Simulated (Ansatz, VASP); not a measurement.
One calculation of H, two programs

```
H
1.0
    -1.69153    1.61542    2.05847
     1.69153   -1.61542    2.05847
     1.69153    1.61542   -2.05847
H
2
Direct
  0.90986 0.90986 0.00000
  0.09014 0.09014 0.00000
```

Change from the starting cell: strain -0.0450 x Voigt [0, 1, 0, 0, 0, 0], atoms carried along.

Alike in both runs: task single point; functional LDA; k mesh 10 × 10 × 10; occupations gaussian, width 0.05 eV; no spin polarisation.

```csv
,VASP,Ansatz
version,VASP 6.6.1,Ansatz 0.2.0
potentials or method,"VASP PAW LDA potentials, release 64 (H), cutoff 520 eV","scalar-relativistic, plane waves, PAW"
valence electrons in the cell,2,2
```

|  | VASP | Ansatz | Ansatz less VASP |
| --- | --- | --- | --- |
| gap on the k mesh at the Fermi level (eV) | 8.12 | 8.13 | +0.007 |
| least direct gap on the mesh (eV) | 9.10 | 9.10 | +0.006 |
| pressure (GPa) | 0.8 | 1.0 | +0.19 |
| traceless stress, the component that is largest in VASP (GPa) | 3.45 | 3.44 | -0.005 |
| rms of the force components (eV/Å) | 0.564 | 0.558 | -0.0058 |

LDA's correlation is that of Perdew and Zunger in VASP and of Perdew and Wang (1992) in Ansatz. Atom by atom the forces differ by 0.006 eV/Å (rms over components).
